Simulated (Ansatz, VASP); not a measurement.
# RbCl in VASP and in Ansatz

The input INCAR:

```
PREC = Accurate
ENCUT = 500
EDIFF = 1E-6
ISMEAR = -1
SIGMA = 0.1
LREAL = False
LASPH = True
NELM = 120
ALGO = Normal
ISIF = 2
LWAVE = False
LCHARG = False
GGA = PE
NBANDS = 15
GGA_COMPAT = False
```

File KPOINTS:

```
Automatic mesh
0
Gamma
  13 13 13
```

POSCAR

```
RbCl
1.0
    0.0000000000      3.1089020538      3.1089020538
    3.1089020538      0.0000000000      3.1089020538
    3.1089020538      3.1089020538      0.0000000000
Rb Cl
1 1
Direct
    0.0000000000      0.0000000000      0.0000000000
    0.5000000000      0.5000000000      0.5000000000
```

Input for Ansatz:

```yaml
crystal:
  lattice:
    - [0.0, 3.1089020538, 3.1089020538]
    - [3.1089020538, 0.0, 3.1089020538]
    - [3.1089020538, 3.1089020538, 0.0]
  atoms:
    - { symbol: Rb, position: [0.0, 0.0, 0.0] }
    - { symbol: Cl, position: [0.5, 0.5, 0.5] }
kpoints:
  mp_grid: { grid: [13, 13, 13] }
scf:
  occupations: { method: fermi_dirac, width: 0.1 }
hamiltonian:
  xc: pbe
  pseudopotentials: { kind: paw }
output:
  forces: true
  stress: true
  eigenvalues: true
  populations: true
```

Change from the starting cell: volume scaled by 0.8, PAW files.

Alike in both runs: task single point; functional PBE; k mesh 13 × 13 × 13; occupations fermi-dirac, width 0.1 eV; no spin polarisation.

|  | VASP | Ansatz |
| --- | --- | --- |
| version | VASP 6.6.1 | Ansatz 0.2.0 |
| potentials or method | VASP PAW PBE potentials, release 64 (Rb_sv, Cl) | PAW with Ansatz's default frozen-core files, scalar-relativistic |
| plane-wave cutoff (eV) | 500 | 420 |
| valence electrons in the cell | 16 | 16 |

Ansatz gave:

| Property | Result |
| --- | --- |
| gap on the k mesh at the Fermi level (eV) | 5.60 |
| pressure (GPa) | 5.5 |

Task: Estimate VASP's values.

Result: gap on the k mesh at the Fermi level (eV): 5.59; pressure (GPa): 5.6.
